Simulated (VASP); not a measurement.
A run of VASP 6.6.1 is set up as follows.

INCAR

```
PREC = Accurate ; ENCUT = 520
EDIFF = 1E-7 ; ISMEAR = -1
SIGMA = 0.1 ; LREAL = False
LASPH = True ; NELM = 60
ALGO = Normal ; ISIF = 2
LWAVE = False ; LCHARG = False
NBANDS = 15
```

Contents of KPOINTS:

```
Automatic mesh
0
Gamma
  11 11 10
```

File POSCAR:

```
TaN
1.0
    2.9083212032      0.0000000000      0.0000000000
   -1.4541606016      2.5186804043      0.0000000000
    0.0000000000      0.0000000000      2.8538767967
Ta N
1 1
Direct
    0.3333333333      0.6666666667      0.5000000000
    0.0000000000      0.0000000000      0.0000000000
```

Potentials or basis: VASP PAW LDA potentials, release 64 (Ta_pv, N).

Launch:

```sh
$ cat potpaw_LDA.64/Ta_pv/POTCAR potpaw_LDA.64/N/POTCAR > POTCAR
$ mpirun -np 1 vasp_std > vasp.out
```

Question: What does it give for the band gap on the k mesh?

Answer: Zero (band 8 reaches 8.82 eV, above the bottom of band 9 at 8.31 eV).

Question: Predict the pressure.

Answer: 1.2 GPa.

Stress tensor (GPa, compression positive):
```
1.30 0.00 0.00
0.00 1.30 0.00
0.00 0.00 1.06
```

Caveat: spin-orbit coupling is left out, which moves the levels of the heavy elements.
